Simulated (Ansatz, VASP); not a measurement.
Al2O3 in VASP and in Ansatz

```
Al O
1.0
     2.83850    0.00000    0.00000
    -1.41925    2.45821    0.00000
     0.00000    0.00000    7.51510
Al O
2 3
Direct
  0.00000 0.00000 0.19074
  0.00000 0.00000 0.80926
  0.33333 0.66667 0.28409
  0.66667 0.33333 0.00000
  0.33333 0.66667 0.71591
```

Alike in both runs: task single point; functional PBE; dispersion D3(BJ); k mesh 9 × 9 × 4; occupations gaussian, width 0.05 eV; no spin polarisation.

```csv
,VASP,Ansatz
version,VASP 6.6.1,Ansatz 0.2.0
potentials or method,"VASP PAW PBE potentials, release 64 (Al, O), cutoff 520 eV","scalar-relativistic, plane waves, PAW"
valence electrons in the cell,24,24
```

Ansatz gave:

* gap on the k mesh at the Fermi level (eV): 4.87
* least direct gap on the mesh (eV): 5.01
* pressure (GPa): 0.7
* traceless stress, the component that is largest in VASP (GPa): -8.06
* rms of the force components (eV/Å): 0.202

Problem. Which values does VASP return?

Solution. gap on the k mesh at the Fermi level (eV): 4.85; least direct gap on the mesh (eV): 4.99; pressure (GPa): 0.8; traceless stress, the component that is largest in VASP (GPa): -8.34; rms of the force components (eV/Å): 0.191.

Atom by atom the forces differ by 0.019 eV/Å (rms over components).
